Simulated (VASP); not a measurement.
# FeNi (P4/mmm) in VASP: single point with r2SCAN

Aim: the single point of FeNi with r2SCAN.

Program: VASP 6.6.1. These are calculated values, not measurements. Logs are shortened: lines on timing, memory, paths and dates and some standing lists are left out, and cuts for length are marked.

## (1) The cell of the first run

The structure is tetragonal, space group P4/mmm (No. 123). The conventional cell has a = 2.530 Å, b = 2.530 Å, c = 3.577 Å, α = 90.00°, β = 90.00°, γ = 90.00°. Within 3.3 Å of Fe (site symmetry 4/mmm) lie 8 Ni at 2.53 Å and 4 Fe at 2.53 Å. Ni (site symmetry 4/mmm) has 8 Fe at 2.53 Å and 4 Ni at 2.53 Å within 3.3 Å.

## (2) Single point, r2SCAN

The input, POSCAR:

```
FeNi
1.0
    2.5297590000      0.0000000000      0.0000000000
    0.0000000000      2.5297590000      0.0000000000
    0.0000000000      0.0000000000      3.5774170000
Fe Ni
1 1
Direct
    0.0000000000      0.0000000000      0.0000000000
    0.5000000000      0.5000000000      0.5000000000
```

The input, INCAR.step1:

```
PREC = Accurate
ENCUT = 520
ISMEAR = -1
SIGMA = 0.1
LREAL = F
LASPH = T
NELM = 100
NBANDS = 16
GGA = PE
ALGO = Normal
EDIFF = 1E-4
LWAVE = T
LCHARG = F
```

The input, INCAR.step2:

```
PREC = Accurate
ENCUT = 520
EDIFF = 1E-6
ISMEAR = -1
SIGMA = 0.1
LREAL = F
LASPH = T
NELM = 100
ALGO = Normal
ISIF = 2
LWAVE = F
LCHARG = F
METAGGA = R2SCAN
LMIXTAU = T
NBANDS = 16
ISTART = 1
```

The input, KPOINTS:

```
Automatic mesh
0
Gamma
  13 13 9
```

Potentials or basis: VASP PAW PBE potentials, release 64 (Fe, Ni).

The run is started by

```bash
$ cat potpaw_PBE.64/Fe/POTCAR potpaw_PBE.64/Ni/POTCAR > POTCAR
$ cp INCAR.step1 INCAR
$ mpirun -np 1 vasp_std > vasp.out
$ cp INCAR.step2 INCAR
$ mpirun -np 1 vasp_std > vasp.out
```

OUTCAR:

```text
PREC = Accurate
   ENCUT = 520
   EDIFF = 1E-6
   ISMEAR = -1
   LREAL = F
   LASPH = T
   NELM = 100
   ISIF = 2
   METAGGA = R2SCAN
   ISTART = 1

 ion  position               nearest neighbor table
   1  0.000  0.000  0.000-   2 2.53   2 2.53   2 2.53   2 2.53   2 2.53   2 2.53   2 2.53   2 2.53

   2  0.500  0.500  0.500-   1 2.53   1 2.53   1 2.53   1 2.53   1 2.53   1 2.53   1 2.53   1 2.53

  LATTYP: Found a simple tetragonal cell.
 ALAT       =     2.5297590000
 C/A-ratio  =     1.4141335202

  Lattice vectors:

 A1 = (   2.5297590000,   0.0000000000,   0.0000000000)
 A2 = (   0.0000000000,   2.5297590000,   0.0000000000)
 A3 = (   0.0000000000,   0.0000000000,   3.5774170000)

Analysis of symmetry for initial positions (statically):
=====================================================================
 Subroutine PRICEL returns:
 Original cell was already a primitive cell.

 Routine SETGRP: Setting up the symmetry group for a
 simple tetragonal supercell.

 Subroutine GETGRP returns: Found 16 space group operations
 (whereof 16 operations were pure point group operations)
 out of a pool of 16 trial point group operations.

The static configuration has the point symmetry D_4h.

Analysis of symmetry for dynamics (positions and initial velocities):
=====================================================================
 Subroutine PRICEL returns:
 Original cell was already a primitive cell.

 Routine SETGRP: Setting up the symmetry group for a
 simple tetragonal supercell.

 Subroutine GETGRP returns: Found 16 space group operations
 (whereof 16 operations were pure point group operations)
 out of a pool of 16 trial point group operations.

The dynamic configuration has the point symmetry D_4h.

 Subroutine INISYM returns: Found 16 space group operations
 (whereof 16 operations are pure point group operations),
 and found     1 'primitive' translations

----------------------------------------------------------------------------------------

                                     Primitive cell

  volume of cell :      22.8943

  direct lattice vectors                    reciprocal lattice vectors
     2.529759000  0.000000000  0.000000000     0.395294572  0.000000000  0.000000000
     0.000000000  2.529759000  0.000000000     0.000000000  0.395294572  0.000000000
     0.000000000  0.000000000  3.577417000     0.000000000  0.000000000  0.279531293

  length of vectors
     2.529759000  2.529759000  3.577417000     0.395294572  0.395294572  0.279531293

  position of ions in fractional coordinates (direct lattice)
[... 79 lines left out ...]
   EDIFF  = 0.1E-05   stopping-criterion for ELM
   LREAL  =      F    real-space projection
   EDIFFG = 0.1E-04   stopping-criterion for IOM
   NSW    =      0    number of steps for IOM
   IBRION =     -1    ionic relax: 0-MD 1-quasi-New 2-CG
   NFREE  =      0    steps in history (QN), initial steepest desc. (CG)
   ISIF   =      2    stress and relaxation
   ISYM   =      2    0-nonsym 1-usesym 2-fastsym
   POTIM  = 0.5000    time-step for ionic-motion
   TEBEG  =    0.0;   TEEND  =   0.0 temperature during run
   PSTRESS=    0.0 pullay stress
   NELECT =      18.0000    total number of electrons
   NUPDOWN=      -1.0000    fix difference up-down
   EMIN   =  10.00;   EMAX   =-10.00  energy-range for DOS
   EFERMI =   0.00;   METHOD = LEGACY
   ISMEAR =    -1;   SIGMA  =   0.10  broadening in eV -4-tet -1-fermi 0-gaus
   EFERMI_NEDOS =   21; number of points for ismear=-14 and -15
   IALGO  =     38    algorithm
   IMIX   =      4    mixing-type and parameters
     AMIX     =   0.40;   BMIX     =  1.00
     AMIX_MAG =   1.60;   BMIX_MAG =  1.00
  volume/ion in A,a.u.               =      11.45        77.25
  Fermi-wavevector in a.u.,A,eV,Ry     =   1.510972  2.855323 31.062590  2.283036
  Thomas-Fermi vector in A             =   2.621091
   LORBIT       =      0    0 simple, 1 ext, 2 COOP (PROOUT), +10 PAW based schemes
   METAGGA = R2SCAN    functional components
   LHFCALC =     F    Hartree Fock is set to
   AEXX    =    0.0000 exact exchange contribution
   IVDW    =     0    specifies the selected vdW correction
   LEPSILON=     F    determine dielectric tensor
   LRPA    =     F    only Hartree local field effects (RPA)
 non-spin polarized calculation
  energy-cutoff  :      520.00
  volume of cell :       22.89
 maximum number of plane-waves:       633
 NGX is ok and might be reduce to    20
   NGX =  9   NGY =  9   NGZ = 13

 number of electron      17.9999994 magnetization

 Free energy of the ion-electron system (eV)
  ---------------------------------------------------
  ext. energy  EPLUGINS =         0.00000000
  ---------------------------------------------------
  free energy    TOTEN  =       -25.08739869 eV

  energy without entropy =      -24.93583591  energy(sigma->0) =      -25.01161730

 E-fermi :   7.0026     XC(G=0): -14.1470

 val. band max:        7.0006477180   @ k =   0.2308   0.0000   0.0000
 cond. band min:       7.0070464227   @ k =   0.4615   0.0769   0.3333
 fundamental gap:      0.0063987047
 Fermi energy:         7.0026052052

 k-point     1 :       0.0000    0.0000    0.0000
  band No.  band energies     occupation
      1      -1.8821      2.00000
      2       2.5426      2.00000
      3       3.2059      2.00000
      4       5.1742      2.00000
      5       5.1742      2.00000
      6       5.2534      2.00000
[... 433 lines left out ...]
      3       3.6517      2.00000
      4       3.7086      2.00000
      5       5.3685      2.00000
      6       6.0940      1.99977
[... 8 lines left out ...]
     15      20.1535      0.00000
     16      22.4916      0.00000

 [... further k-points ...]

------------------------ aborting loop because EDIFF is reached ----------------------------------------

  FORCE on cell =-STRESS in cart. coord.  units (eV):
  Direction    XX          YY          ZZ          XY          YZ          ZX
  --------------------------------------------------------------------------------------
  -------------------------------------------------------------------------------------
  Total       -3.5443118     -3.5443118     -2.7902403      0.0000000      0.0000000     -0.0000000
  in kB     -248.0359503   -248.0359503   -195.2649643      0.0000000      0.0000000     -0.0000000
  external PRESSURE =    -230.4456216 kB  Pullay stress =       0.0000000 kB

 VOLUME and BASIS-vectors are now :
 -----------------------------------------------------------------------------
  energy-cutoff  :      520.00
  volume of cell :       22.89
      direct lattice vectors                 reciprocal lattice vectors
     2.529759000  0.000000000  0.000000000     0.395294572  0.000000000  0.000000000
     0.000000000  2.529759000  0.000000000     0.000000000  0.395294572  0.000000000
     0.000000000  0.000000000  3.577417000     0.000000000  0.000000000  0.279531293

 POSITION                                       TOTAL-FORCE (eV/Angst)
 -----------------------------------------------------------------------------------
      0.00000      0.00000      0.00000         0.000000      0.000000      0.000000
      1.26488      1.26488      1.78871         0.000000      0.000000      0.000000
 -----------------------------------------------------------------------------------
    total drift:                               -0.000000      0.000000      0.000000

  FREE ENERGIE OF THE ION-ELECTRON SYSTEM (eV)
  ---------------------------------------------------
  free  energy   TOTEN  =       -25.0873986949 eV

  energy  without entropy=      -24.9358359074  energy(sigma->0) =      -25.01161730
```

OSZICAR.step1:

```text
N       E                     dE             d eps       ncg     rms          rms(c)
DAV:   1     0.777529235001E+02    0.77753E+02   -0.86115E+03  4640   0.154E+03
DAV:   2    -0.137238341903E+02   -0.91477E+02   -0.84170E+02  4520   0.241E+02
DAV:   3    -0.159352232514E+02   -0.22114E+01   -0.21583E+01  5440   0.521E+01
DAV:   4    -0.159566929142E+02   -0.21470E-01   -0.21465E-01  5920   0.421E+00
DAV:   5    -0.159570321200E+02   -0.33921E-03   -0.33920E-03  5608   0.481E-01    0.145E+01
DAV:   6    -0.139566797075E+02    0.20004E+01   -0.14156E+01  4648   0.789E+01    0.885E+00
DAV:   7    -0.159771551746E+02   -0.20205E+01   -0.61220E+00  5872   0.705E+01    0.256E+01
DAV:   8    -0.132798616358E+02    0.26973E+01   -0.40772E+00  6008   0.510E+01    0.139E+00
DAV:   9    -0.132659967588E+02    0.13865E-01   -0.11602E-01  4712   0.374E+00    0.628E-01
DAV:  10    -0.132593922019E+02    0.66046E-02   -0.49997E-03  6512   0.134E+00    0.958E-02
DAV:  11    -0.132590987463E+02    0.29346E-03   -0.50600E-04  4824   0.351E-01    0.456E-02
DAV:  12    -0.132590999215E+02   -0.11752E-05   -0.26879E-05  2552   0.965E-02
   1 F= -.13259100E+02 E0= -.13176414E+02  d E =-.165371E+00
```

Run time: 4 min. Hardware: 1 thread of Intel Xeon 8259CL, shared host; peak memory 0.18 GiB.

What came out:

| Quantity | Value |
| --- | --- |
| Free energy | -25.0874 eV |
| Pressure | -23.0 GPa |
| Band gap on the k mesh | zero (bands 9 and 10 overlap by 0.92 eV) |

Stress tensor (GPa, compression positive):
```
-24.80   0.00   0.00
  0.00 -24.80   0.00
  0.00   0.00 -19.53
```

Caveat: the cell stands under tension; the PAW data sets were made with another functional, which shifts forces and pressure a little; the run has no spin polarisation, though such a crystal can be magnetic.
